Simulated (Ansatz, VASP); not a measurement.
## Cl in VASP and in Ansatz

Contents of POSCAR:

```
Cl
1.0
    3.1024544740     -1.9717736604      0.0000000000
    3.1480189377      2.0427165336      0.0000000000
    0.0000000000      0.0000000000      8.1465601234
Cl
4
Direct
    0.8756350071      0.1243649929      0.6074783214
    0.1243649929      0.8756350071      0.3925216786
    0.6243649929      0.3756350071      0.1074783214
    0.3756350071      0.6243649929      0.8925216786
```

Contents of INCAR.step1:

```
SYSTEM = Cl
PREC = Accurate ; ENCUT = 520
ISMEAR = 0 ; SIGMA = 0.01
LREAL = .FALSE. ; LASPH = .TRUE.
NELM = 100 ; NBANDS = 22
GGA = PE ; ALGO = Normal
EDIFF = 1E-4 ; LWAVE = .TRUE.
LCHARG = .FALSE.
```

Contents of INCAR.step2:

```
SYSTEM = Cl
PREC = Accurate ; ENCUT = 520
EDIFF = 1E-7 ; ISMEAR = 0
SIGMA = 0.01 ; LREAL = .FALSE.
LASPH = .TRUE. ; NELM = 100
ALGO = Normal ; ISIF = 2
LWAVE = .FALSE. ; LCHARG = .TRUE.
METAGGA = R2SCAN ; LMIXTAU = .TRUE.
LELF = .TRUE. ; LVHAR = .TRUE.
NBANDS = 22 ; ISTART = 1
```

Contents of KPOINTS:

```
regular mesh
0
G
  8 8 4
  0 0 0
```

Input for Ansatz:

```yaml
crystal:
  lattice:
    - [3.102454474, -1.9717736604, 0.0]
    - [3.1480189377, 2.0427165336, 0.0]
    - [0.0, 0.0, 8.1465601234]
  atoms:
    - { symbol: Cl, position: [0.8756350071, 0.1243649929, 0.6074783214] }
    - { symbol: Cl, position: [0.1243649929, 0.8756350071, 0.3925216786] }
    - { symbol: Cl, position: [0.6243649929, 0.3756350071, 0.1074783214] }
    - { symbol: Cl, position: [0.3756350071, 0.6243649929, 0.8925216786] }
kpoints:
  mp_grid: { grid: [8, 8, 4] }
  band_path:
    path:
      - [0.0, 0.0, 0.0]
      - [0.5, 0.5, 0.0]
      - [0.3531276181, 0.6468723819, 0.0]
      - [-0.3531276181, 0.3531276181, 0.0]
      - [0.0, 0.0, 0.5]
      - [-0.3531276181, 0.3531276181, 0.5]
      - [0.3531276181, 0.6468723819, 0.5]
      - [0.5, 0.5, 0.5]
      - [0.0, 0.5, 0.0]
    npoints: 1
hamiltonian:
  xc: r2scan
scf:
  occupations: { method: fixed }
  n_extra_bands: 5
output:
  forces: true
  stress: true
  eigenvalues: true
```

Change from the starting cell: shear_xy strain +2.3%.

Alike in both runs: task single point; functional r2SCAN; k mesh 8 × 8 × 4; no spin polarisation.

|  | VASP | Ansatz |
| --- | --- | --- |
| version | VASP 6.6.1 | Ansatz 0.2.0 |
| potentials or method | VASP PAW PBE potentials, release 64 (Cl) | plane waves, PAW |
| plane-wave cutoff (eV) | 520 | 500 |
| occupations | gaussian, width 0.01 eV | fixed |
| valence electrons in the cell | 28 | 28 |

```csv
,VASP,Ansatz,Ansatz less VASP
gap on the k mesh at the Fermi level (eV),2.59,2.56,-0.029
pressure (GPa),0.3,0.8,+0.48
"traceless stress, the component that is largest in VASP (GPa)",-0.66,-0.17,+0.483
rms of the force components (eV/Å),0.135,0.027,-0.1078
```

VASP's potentials were made for PBE, not for r2SCAN. Atom by atom the forces differ by 0.108 eV/Å (rms over components).
